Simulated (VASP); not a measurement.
KI, 2 atoms in the cell. It takes space group Pm-3m (No. 221, cubic). Conventional cell: a = 4.291 Å, b = 4.291 Å, c = 4.291 Å, α = 90.00°, β = 90.00°, γ = 90.00°. Within 4.9 Å of K (site symmetry m-3m) lie 8 I at 3.72 Å and 6 K at 4.29 Å. I (site symmetry m-3m) has 8 K at 3.72 Å and 6 I at 4.29 Å within 4.9 Å. 

- Program: VASP 6.6.1
- Task: dielectric tensor
- Functional: PBEsol
- Potentials or basis: VASP PAW PBE potentials, release 64 (K_sv, I)
- Cutoff: 400 eV
- k mesh: 4 × 4 × 4
- Occupations: gaussian, width 0.01 eV
- Spin: no spin polarisation
- Dipole correction: no
- Further INCAR settings: ALGO = Normal; EDIFF = 1e-08

Potentials or basis: VASP PAW PBE potentials, release 64 (K_sv, I).

Run with:

```console
$ cat potpaw_PBE.64/K_sv/POTCAR potpaw_PBE.64/I/POTCAR > POTCAR
$ mpirun -np 1 vasp_std > vasp.out
```

Hardware: 1 thread of Intel(R) Xeon(R) 6975P-C (Granite Rapids), with other jobs on the host.

Question: Estimate the wall time of this run.

Answer: It took 80 s on 1 thread of Intel(R) Xeon(R) 6975P-C (Granite Rapids), with other jobs on the host, peak memory 0.17 GiB. Counts: scf iterations 206, k points 10.
